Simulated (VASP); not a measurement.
# Bi: single point with PBE

The system is Bi.

```
Bi
1.0
     3.27676    0.00000    0.00000
     0.00000    3.27676    0.00000
     0.00000    0.00000    3.27676
Bi
1
Direct
  0.00000 0.00000 0.00000
```

This isn't the form of Bi at room conditions, which is rhombohedral.

```json
{
  "Program": "VASP 6.6.1",
  "Task": "single point",
  "Functional": "PBE",
  "Potentials or basis": "VASP PAW PBE potentials, release 64 (Bi_d)",
  "Cutoff": "520 eV",
  "k mesh": "33 × 33 × 33",
  "Occupations": "fermi-dirac, width 0.0612256 eV",
  "Spin": "no spin polarisation",
  "Dipole correction": "no",
  "Further INCAR settings": "ALGO = Normal; EDIFF = 1e-07; NBANDS = 14"
}
```

| Quantity | Value |
| --- | --- |
| Pressure | -0.1 GPa |
| Band gap on the k mesh | zero (an odd number of electrons rules out a gap without spin polarisation) |

Levels at points of the mesh, in eV from the Fermi level:
```tsv
k point	band 5	band 6	band 7	band 8	band 9	band 10
(0.00, 0.00, 0.00)	-22.60	-12.93	3.12	3.12	3.12	6.22
```

It took 6.2 min on 1 thread of Oxide Virtual Turin-like Processor (shared host), peak memory 0.45 GiB.

Caveat: spin-orbit coupling is left out, which moves the levels of the heavy elements.
